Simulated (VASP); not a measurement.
# V (Im-3m) in VASP: notebook

V is run at these levels: revPBE; tasks: single point.

Everything below comes from runs of VASP 6.6.1. Logs are shortened: lines on timing, memory, paths and dates and some standing lists are left out, and cuts for length are marked.

## Step 1: The cell of the first run

It takes space group Im-3m (No. 229, cubic). Conventional cell: a = 3.053 Å, b = 3.053 Å, c = 3.053 Å, α = 90.00°, β = 90.00°, γ = 90.00°. V (site symmetry m-3m) has 14 V at 2.64 to 3.05 Å within 3.5 Å.

## Step 2: Single point, revPBE, collinear spin, ferromagnetic start (14.23 Å³/atom)

File INCAR:

```
ALGO     = Normal         # electronic algorithm
EDIFF    = 1E-7           # SCF threshold, eV
ENCUT    = 520            # plane-wave cutoff, eV
GGA      = RE             # functional
ISIF     = 2              # what is computed and relaxed
ISMEAR   = -1             # smearing method
ISPIN    = 2              # spin polarisation
LASPH    = True           # aspherical terms in the spheres
LCHARG   = False          # write CHGCAR
LMAXMIX  = 4              # l up to which the mixer works
LORBIT   = 11             # projections on sites
LREAL    = False          # projectors in reciprocal space
LWAVE    = False          # write WAVECAR
MAGMOM   = 1              # initial moments
NBANDS   = 16             # bands
NELM     = 150            # most SCF steps
PREC     = Accurate       # precision mode
SIGMA    = 0.05           # smearing width, eV
```

File KPOINTS:

```
k-points
0
Gamma
  24 24 24
```

File POSCAR:

```
V
1.0
   -1.5265322416      1.5265322416      1.5265322416
    1.5265322416     -1.5265322416      1.5265322416
    1.5265322416      1.5265322416     -1.5265322416
V
1
Direct
    0.0000000000      0.0000000000      0.0000000000
```

Potentials or basis: VASP PAW PBE potentials, release 64 (V_sv).

Launch:

```
> cat potpaw_PBE.64/V_sv/POTCAR > POTCAR
> mpirun -np 1 vasp_std > vasp.out
```

OUTCAR:

```text
EDIFF = 1E-7
   ENCUT = 520
   GGA = RE
   ISIF = 2
   ISMEAR = -1
   ISPIN = 2
   LASPH = True
   LORBIT = 11
   LREAL = False
   NELM = 150
   PREC = Accurate

 ion  position               nearest neighbor table
   1  0.000  0.000  0.000-

  LATTYP: Found a body centered cubic cell.
 ALAT       =     3.0530644832

  Lattice vectors:

 A1 = (  -1.5265322416,   1.5265322416,   1.5265322416)
 A2 = (   1.5265322416,  -1.5265322416,   1.5265322416)
 A3 = (   1.5265322416,   1.5265322416,  -1.5265322416)

Analysis of symmetry for initial positions (statically):
=====================================================================
 Subroutine PRICEL returns:
 Original cell was already a primitive cell.

 Routine SETGRP: Setting up the symmetry group for a
 body centered cubic supercell.

 Subroutine GETGRP returns: Found 48 space group operations
 (whereof 48 operations were pure point group operations)
 out of a pool of 48 trial point group operations.

The static configuration has the point symmetry O_h .

Analysis of symmetry for dynamics (positions and initial velocities):
=====================================================================
 Subroutine PRICEL returns:
 Original cell was already a primitive cell.

 Routine SETGRP: Setting up the symmetry group for a
 body centered cubic supercell.

 Subroutine GETGRP returns: Found 48 space group operations
 (whereof 48 operations were pure point group operations)
 out of a pool of 48 trial point group operations.

The dynamic configuration has the point symmetry O_h .

Analysis of structural, dynamic, and magnetic symmetry:
=====================================================================
 Subroutine PRICEL returns:
 Original cell was already a primitive cell.

 Routine SETGRP: Setting up the symmetry group for a
 body centered cubic supercell.

 Subroutine GETGRP returns: Found 48 space group operations
 (whereof 48 operations were pure point group operations)
 out of a pool of 48 trial point group operations.

The overall configuration has the point symmetry O_h .

 Subroutine INISYM returns: Found 48 space group operations
 (whereof 48 operations are pure point group operations),
 and found     1 'primitive' translations

----------------------------------------------------------------------------------------

[... 102 lines left out ...]
   NUPDOWN=      -1.0000    fix difference up-down
   EMIN   =  10.00;   EMAX   =-10.00  energy-range for DOS
   EFERMI =   0.00;   METHOD = LEGACY
   ISMEAR =    -1;   SIGMA  =   0.05  broadening in eV -4-tet -1-fermi 0-gaus
   EFERMI_NEDOS =   21; number of points for ismear=-14 and -15
   IALGO  =     38    algorithm
   IMIX   =      4    mixing-type and parameters
     AMIX     =   0.40;   BMIX     =  1.00
     AMIX_MAG =   1.60;   BMIX_MAG =  1.00
  volume/ion in A,a.u.               =      14.23        96.02
  Fermi-wavevector in a.u.,A,eV,Ry     =   1.588534  3.001895 34.333508  2.523442
  Thomas-Fermi vector in A             =   2.687523
   LORBIT       =     11    0 simple, 1 ext, 2 COOP (PROOUT), +10 PAW based schemes
   GGA     = RE    functional components
   LHFCALC =     F    Hartree Fock is set to
   AEXX    =    0.0000 exact exchange contribution
   IVDW    =     0    specifies the selected vdW correction
   LEPSILON=     F    determine dielectric tensor
   LRPA    =     F    only Hartree local field effects (RPA)
 spin polarized calculation
  energy-cutoff  :      520.00
  volume of cell :       14.23
 maximum number of plane-waves:       394
   NGX =  9   NGY =  9   NGZ =  9

 number of electron      13.0000004 magnetization       0.0000710

 Free energy of the ion-electron system (eV)
  ---------------------------------------------------
  ext. energy  EPLUGINS =         0.00000000
  ---------------------------------------------------
  free energy    TOTEN  =        -8.60853237 eV

  energy without entropy =       -8.59263309  energy(sigma->0) =       -8.60058273

 E-fermi :   9.1234     XC(G=0): -12.5229

 val. band max:        9.1216447019   @ k =   0.1250   0.0833  -0.0000
 cond. band min:       9.1240186499   @ k =  -0.4167   0.5000   0.1667
 fundamental gap:      0.0023739479
 Fermi energy:         9.1234494833

 spin component 1

 k-point     1 :       0.0000    0.0000    0.0000
  band No.  band energies     occupation
      1     -54.7706      1.00000
      2     -28.1021      1.00000
      3     -28.1021      1.00000
      4     -28.1021      1.00000
      5       2.6536      1.00000
      6       9.5230      0.00034
[... 435 lines left out ...]
      5       6.1689      1.00000
      6       8.1078      1.00000
[... 8 lines left out ...]
     15      34.9672      0.00000
     16      37.2837      0.00000

 [... further k-points ...]

 spin component 2

 k-point     1 :       0.0000    0.0000    0.0000
  band No.  band energies     occupation
      1     -54.7705      1.00000
      2     -28.1020      1.00000
      3     -28.1020      1.00000
      4     -28.1020      1.00000
      5       2.6536      1.00000
      6       9.5230      0.00034
[... 435 lines left out ...]
      5       6.1689      1.00000
      6       8.1079      1.00000
[... 8 lines left out ...]
     15      34.9673      0.00000
     16      37.2838      0.00000

 [... further k-points ...]

------------------------ aborting loop because EDIFF is reached ----------------------------------------

  FORCE on cell =-STRESS in cart. coord.  units (eV):
  Direction    XX          YY          ZZ          XY          YZ          ZX
  --------------------------------------------------------------------------------------
  -------------------------------------------------------------------------------------
  Total       -0.5334024     -0.5334024     -0.5334024     -0.0000000      0.0000000      0.0000000
  in kB      -60.0603150    -60.0603150    -60.0603150     -0.0000000      0.0000000      0.0000000
  external PRESSURE =     -60.0603150 kB  Pullay stress =       0.0000000 kB

 VOLUME and BASIS-vectors are now :
 -----------------------------------------------------------------------------
  energy-cutoff  :      520.00
  volume of cell :       14.23
      direct lattice vectors                 reciprocal lattice vectors
    -1.526532242  1.526532242  1.526532242     0.000000000  0.327539757  0.327539757
     1.526532242 -1.526532242  1.526532242     0.327539757  0.000000000  0.327539757
     1.526532242  1.526532242 -1.526532242     0.327539757  0.327539757  0.000000000

 POSITION                                       TOTAL-FORCE (eV/Angst)
 -----------------------------------------------------------------------------------
      0.00000      0.00000      0.00000         0.000000     -0.000000     -0.000000
 -----------------------------------------------------------------------------------
    total drift:                                0.000000     -0.000000      0.000000

  FREE ENERGIE OF THE ION-ELECTRON SYSTEM (eV)
  ---------------------------------------------------
  free  energy   TOTEN  =        -8.6085323673 eV

  energy  without entropy=       -8.5926330942  energy(sigma->0) =       -8.60058273

 total charge

# of ion       s       p       d       tot
------------------------------------------
    1        2.325   6.205   3.024  11.554

 magnetization (x)

# of ion       s       p       d       tot
------------------------------------------
    1        0.000   0.000   0.000   0.000
```

OSZICAR:

```text
N       E                     dE             d eps       ncg     rms          rms(c)
DAV:   1     0.931554556162E+02    0.93155E+02   -0.67680E+03 26696   0.921E+02
DAV:   2    -0.836954455905E+01   -0.10153E+03   -0.97533E+02 29040   0.270E+02
DAV:   3    -0.991079866092E+01   -0.15413E+01   -0.15389E+01 29960   0.362E+01
DAV:   4    -0.991710799547E+01   -0.63093E-02   -0.63092E-02 31480   0.244E+00
DAV:   5    -0.991716563125E+01   -0.57636E-04   -0.57636E-04 30192   0.218E-01    0.171E+01
DAV:   6    -0.861473551835E+01    0.13024E+01   -0.16865E+00 26936   0.226E+01    0.163E+00
DAV:   7    -0.861260646976E+01    0.21290E-02   -0.50895E-02 29264   0.212E+00    0.114E+00
DAV:   8    -0.860771118830E+01    0.48953E-02   -0.44901E-03 30080   0.801E-01    0.897E-01
DAV:   9    -0.860823564339E+01   -0.52446E-03   -0.13167E-03 30288   0.393E-01    0.976E-02
DAV:  10    -0.860848058801E+01   -0.24494E-03   -0.33642E-04 29128   0.176E-01    0.499E-02
DAV:  11    -0.860852248403E+01   -0.41896E-04   -0.75663E-05 30680   0.656E-02    0.150E-02
DAV:  12    -0.860852993413E+01   -0.74501E-05   -0.66561E-06 27960   0.254E-02    0.878E-03
DAV:  13    -0.860853106996E+01   -0.11358E-05   -0.32769E-07 30736   0.566E-03    0.544E-03
DAV:  14    -0.860853211356E+01   -0.10436E-05   -0.74288E-07 30112   0.472E-03    0.209E-03
DAV:  15    -0.860853235610E+01   -0.24254E-06   -0.30352E-07 25552   0.283E-03    0.372E-04
DAV:  16    -0.860853236727E+01   -0.11173E-07   -0.13586E-08 13432   0.119E-03
   1 F= -.86085324E+01 E0= -.86005827E+01  d E =-.158993E-01  mag=     0.0000
```

It took 3.1 min on 1 thread of Intel Xeon 8259CL, shared host; peak memory 0.25 GiB.

Results:

| Quantity | Value |
| --- | --- |
| Free energy | -8.6085 eV |
| Pressure | -6.0 GPa |
| Net moment | 0.00 μB per cell |
| Valence electrons inside the program's atomic spheres | V 11.55 |

Caveat: the cell stands under tension; the moments typed at the start vanished in this run; the PAW data sets were made with another functional, which shifts forces and pressure a little.

## Step 3: Single point, revPBE, collinear spin, ferromagnetic start (14.78 Å³/atom)

This run uses another cell than the first one, of 14.78 Å³/atom.

File INCAR:

```
  PREC = Accurate
  ENCUT = 520
  EDIFF = 1E-6
  ISMEAR = -1
  SIGMA = 0.05
  LREAL = False
  LASPH = True
  NELM = 150
  ALGO = Normal
  ISIF = 2
  LWAVE = False
  LCHARG = False
  ISPIN = 2
  MAGMOM = 1
  LORBIT = 11
  LMAXMIX = 4
  GGA = RE
  NBANDS = 16
```

File KPOINTS:

```
Automatic mesh
0
Gamma
  24 24 24
```

File POSCAR:

```
V
1.0
   -1.5458574860      1.5458574860      1.5458574860
    1.5458574860     -1.5458574860      1.5458574860
    1.5458574860      1.5458574860     -1.5458574860
V
1
Direct
    0.0000000000      0.0000000000      0.0000000000
```

Potentials or basis: VASP PAW PBE potentials, release 64 (V_sv).

Launch:

```
> cat potpaw_PBE.64/V_sv/POTCAR > POTCAR
> mpirun -np 1 vasp_std > vasp.out
```

It took 2.5 min on 1 thread of Intel Xeon 8259CL, shared host; peak memory 0.25 GiB.

The run converged. Its results:

```yaml
Free_energy: -8.5790 eV
Pressure: -11.3 GPa
Net_moment: 0.00 μB per cell
Valence_electrons_inside_the_program's_atomic_spheres: V 11.50
```

Levels at points of the mesh, in eV from the Fermi level:
Spin up:
```
           k point  band 4  band 5  band 6  band 7  band 8  band 9  band 10  band 11
(0.00, 0.00, 0.00)  -37.32   -6.38    0.39    0.39    0.39    2.18     2.18    19.74
(0.50, 0.00, 0.00)  -37.33   -2.87   -0.97    1.33    2.16    2.48     3.63     9.07
(0.50, 0.50, 0.50)  -37.78   -2.60   -2.60    3.29    3.29    3.29     9.38     9.38
```
Spin down:
```tsv
k point	band 3	band 4	band 5	band 6	band 7	band 8	band 9	band 10	band 11	band 12
(0.00, 0.00, 0.00)	-37.32	-37.32	-6.38	0.39	0.39	0.39	2.18	2.18	19.74	19.74
(0.50, 0.00, 0.00)	-37.54	-37.33	-2.87	-0.97	1.33	2.16	2.48	3.63	9.07	15.19
(0.50, 0.50, 0.50)	-37.78	-37.78	-2.60	-2.60	3.29	3.29	3.29	9.38	9.38	9.38
```

Caveat: the cell stands under tension; the moments typed at the start vanished in this run; the PAW data sets were made with another functional, which shifts forces and pressure a little.

## Step 4: Single point, revPBE, collinear spin, ferromagnetic start (15.32 Å³/atom)

This run uses another cell than the first one, of 15.32 Å³/atom.

File INCAR:

```
ALGO = Normal
EDIFF = 1E-6
ENCUT = 520
GGA = RE
ISIF = 2
ISMEAR = -1
ISPIN = 2
LASPH = True
LCHARG = False
LMAXMIX = 4
LORBIT = 11
LREAL = False
LWAVE = False
MAGMOM = 1
NBANDS = 16
NELM = 150
PREC = Accurate
SIGMA = 0.05
```

File KPOINTS:

```
k-points
0
Gamma
  24 24 24
```

File POSCAR:

```
V
1.0
   -1.5647112647      1.5647112647      1.5647112647
    1.5647112647     -1.5647112647      1.5647112647
    1.5647112647      1.5647112647     -1.5647112647
V
1
Direct
    0.0000000000      0.0000000000      0.0000000000
```

Launch:

```
> cat potpaw_PBE.64/V_sv/POTCAR > POTCAR
> mpirun -np 1 vasp_std > vasp.out
```

It took 2.6 min on 1 thread of Intel Xeon 8259CL, shared host; peak memory 0.25 GiB.

Results (log left out):

- Free energy: -8.5331 eV
- Pressure: -15.6 GPa
- Net moment: 0.00 μB per cell
- Valence electrons inside the program's atomic spheres: V 11.45

Levels at points of the mesh, in eV from the Fermi level:
Spin up:
```tsv
k point	band 4	band 5	band 6	band 7	band 8	band 9	band 10	band 11
(0.00, 0.00, 0.00)	-37.42	-6.28	0.37	0.37	0.37	2.08	2.08	19.46
(0.50, 0.00, 0.00)	-37.42	-2.77	-0.91	1.24	2.06	2.37	3.45	8.67
(0.50, 0.50, 0.50)	-37.83	-2.45	-2.45	3.13	3.13	3.13	9.08	9.08
```
Spin down:
| k point | band 5 | band 6 | band 7 | band 8 | band 9 | band 10 |
| --- | --- | --- | --- | --- | --- | --- |
| (0.00, 0.00, 0.00) | -6.28 | 0.38 | 0.38 | 0.38 | 2.09 | 2.09 |
| (0.50, 0.00, 0.00) | -2.76 | -0.91 | 1.24 | 2.06 | 2.37 | 3.45 |
| (0.50, 0.50, 0.50) | -2.45 | -2.45 | 3.13 | 3.13 | 3.13 | 9.08 |

Caveat: the cell stands under tension; the moments typed at the start vanished in this run; the PAW data sets were made with another functional, which shifts forces and pressure a little.

## Step 5: The runs side by side

```tsv
cell	gap on the mesh (eV)	pressure (GPa)	moment (μB)
a = 2.644 Å, angles 109.5°, 1 atom	none	-6.0	0.00
a = 2.678 Å, angles 109.5°, 1 atom	none	-11.3	0.00
a = 2.710 Å, angles 109.5°, 1 atom	none	-15.6	0.00
```

Alike in all rows: task single point; level revPBE; potentials or basis VASP PAW PBE potentials, release 64 (V_sv); spin collinear, ferromagnetic start; k mesh 24 × 24 × 24; cutoff (eV) 520; smearing fermi-dirac 0.05 eV.

Caveats: the cell stands under tension; the moments typed at the start vanished in this run; the PAW data sets were made with another functional, which shifts forces and pressure a little.

Total energies depend on the potentials used, so only differences within one code and one set of settings carry meaning.
